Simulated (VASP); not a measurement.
Crystal: Ba3TaH9.

```
CELL_PARAMETERS angstrom
6.44391 0.00000 0.00000
-3.22195 5.58059 0.00000
0.00000 0.00000 8.11933
ATOMIC_POSITIONS crystal
Ba 0.66667 0.33333 0.66667
Ba 0.00000 0.00000 0.00000
Ba 0.33333 0.66667 0.33333
Ta 0.00000 0.00000 0.50000
H 0.16667 0.33333 0.66667
H 0.66667 0.83333 0.66667
H 0.16667 0.83333 0.66667
H 0.50000 0.00000 0.00000
H 0.00000 0.50000 0.00000
H 0.50000 0.50000 0.00000
H 0.83333 0.66667 0.33333
H 0.33333 0.16667 0.33333
H 0.83333 0.16667 0.33333
```

| Quantity | Value |
| --- | --- |
| Program | VASP 6.6.1 |
| Task | relaxation of cell and atoms |
| Functional | PBE |
| Potentials or basis | VASP PAW PBE potentials, release 64 (Ba_sv, Ta_sv_GW, H) |
| Cutoff | 500 eV |
| k mesh | 3 × 3 × 2 |
| Occupations | gaussian, width 0.1 eV |
| Spin | no spin polarisation |

At the start: pressure -9.0 GPa; volume 22.46 Å³/atom.

Problem. Where does the relaxation end?

Solution. Over 11 steps the energy falls by 376.9 meV/atom and the volume is 16.21 Å³/atom (-27.8 %); space group P-3m1 (No. 164, to 0.1 Å) before and after.

The path:
```csv
step,energy change (eV),largest force (eV/Å),pressure (GPa),volume (Å³)
1,0.0000,1.7172,-8.95,291.98
2,-3.2651,1.1897,-6.13,242.08
3,-4.4240,1.3150,0.04,206.09
4,-4.4275,1.3255,0.77,203.38
5,-4.6265,1.0513,0.89,203.21
6,-4.8208,0.2934,2.02,202.59
7,-4.8387,0.2329,1.62,202.76
8,-4.8810,0.1555,-0.49,210.70
9,-4.8845,0.1118,-0.05,208.93
10,-4.8923,0.0672,-0.04,209.48
11,-4.8997,0.0350,-0.01,210.71
```

Final structure:
```yaml
crystal:
  lattice:
    - [5.82736, 0.00000, 0.00000]
    - [-2.91368, 5.04664, 0.00000]
    - [0.00000, 0.00000, 7.16491]
  atoms:
    - { symbol: Ba, position: [0.66667, 0.33333, 0.72133] }
    - { symbol: Ba, position: [0.00000, 0.00000, 0.00000] }
    - { symbol: Ba, position: [0.33333, 0.66667, 0.27867] }
    - { symbol: Ta, position: [0.00000, 0.00000, 0.50000] }
    - { symbol: H, position: [0.15445, 0.30891, 0.65117] }
    - { symbol: H, position: [0.69109, 0.84555, 0.65117] }
    - { symbol: H, position: [0.15445, 0.84555, 0.65117] }
    - { symbol: H, position: [0.50000, 0.00000, 0.00000] }
    - { symbol: H, position: [0.00000, 0.50000, 0.00000] }
    - { symbol: H, position: [0.50000, 0.50000, 0.00000] }
    - { symbol: H, position: [0.84555, 0.69109, 0.34883] }
    - { symbol: H, position: [0.30891, 0.15445, 0.34883] }
    - { symbol: H, position: [0.84555, 0.15445, 0.34883] }
```

Caveat: the k points lie up to 0.44 Å⁻¹ apart in the final cell; the volume moved by over 15 % at a fixed basis, so the end points are rough.
